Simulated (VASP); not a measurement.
Pb:

```xyz
1
Lattice="0.0000 2.4584 2.4584 2.4584 0.0000 2.4584 2.4584 2.4584 0.0000" Properties=species:S:1:pos:R:3 pbc="T T T"
Pb    0.0000    0.0000    0.0000
```

Base run:

* Program: VASP 6.6.1
* Functional: PBE exchange alone
* Potentials or basis: VASP PAW PBE potentials, release 64 (Pb_d)
* Cutoff: 520 eV
* k mesh: 9 × 9 × 9
* Occupations: fermi-dirac, width 0.05 eV
* Spin: no spin polarisation

Its results: band gap on the k mesh zero (band 7 reaches 16.48 eV, above the bottom of band 8 at 7.51 eV); pressure 12.9 GPa.

Question: After a change of settings the same cell gave: band gap on the k mesh zero (band 7 reaches 15.09 eV, above the bottom of band 8 at 5.92 eV); pressure 3.3 GPa. Which change was it?
A. functional from PBE exchange alone to PBE
B. functional from PBE exchange alone to PBEsol; dispersion from none to D3(BJ)
C. functional from PBE exchange alone to B3LYP5; k mesh from 9 × 9 × 9 to 5 × 5 × 5
D. functional from PBE exchange alone to SVWN5; further incar settings from ALGO = Normal; EDIFF = 1e-06; NBANDS = 13 to ALGO = Fast; EDIFF = 1e-07; NBANDS = 13

Answer: A.

Caveats: spin-orbit coupling is left out, which moves the levels of the heavy elements.
